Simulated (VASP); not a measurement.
Set up this calculation in VASP 6.6.1, as the native input.

```
Task                   : single point
Functional             : PBEsol
Potentials or basis    : VASP PAW PBE potentials, release 64 (Al, Ru_pv)
Cutoff                 : 520 eV
k mesh                 : 10 × 10 × 10
Occupations            : gaussian, width 0.01 eV
Spin                   : no spin polarisation
Dipole correction      : no
Further INCAR settings : ALGO = Normal; EDIFF = 1e-06; NBANDS = 29
```

The structure of Al2Ru lies in POSCAR:

```
Al2Ru
1.0
    0.0000000000      3.9569838365      4.3600191962
    2.3348499907      0.0000000000      4.3600191962
    2.3348499907      3.9569838365      0.0000000000
Al Ru
4 2
Direct
    0.0792243796      0.4207756204      0.0792243796
    0.4207756204      0.0792243796      0.4207756204
    0.1707756204      0.8292243796      0.1707756204
    0.8292243796      0.1707756204      0.8292243796
    0.7500000000      0.7500000000      0.7500000000
    0.5000000000      0.5000000000      0.5000000000
```

This cell differs from its parent crystal: volume scaled by 0.98, then relaxed in part.

These files were run (other wordings do the same):

INCAR

```
SYSTEM = Al2Ru
  PREC = Accurate
  ENCUT = 520
  EDIFF = 1E-6
  ISMEAR = 0
  SIGMA = 0.01
  LREAL = .FALSE.
  LASPH = .TRUE.
  NELM = 60
  ALGO = Normal
  ISIF = 2
  LWAVE = .FALSE.
  LCHARG = .FALSE.
  GGA = PS
  NBANDS = 29
```

KPOINTS

```
regular mesh
0
G
  10 10 10
  0 0 0
```

Potentials or basis: VASP PAW PBE potentials, release 64 (Al, Ru_pv).

Command:

```sh
$ cat potpaw_PBE.64/Al/POTCAR potpaw_PBE.64/Ru_pv/POTCAR > POTCAR
$ mpirun -np 1 vasp_std > vasp.out
```

Results of the run:

```
Pressure               : 3.9 GPa
Band gap on the k mesh : 0.09 eV, indirect (least direct gap 1.26 eV)
```

Caveat: the PAW data sets were made with another functional, which shifts forces and pressure a little.

Wall time 9.5 min on 1 thread of Oxide Virtual Turin-like Processor, on a shared host, peak memory 0.43 GiB.
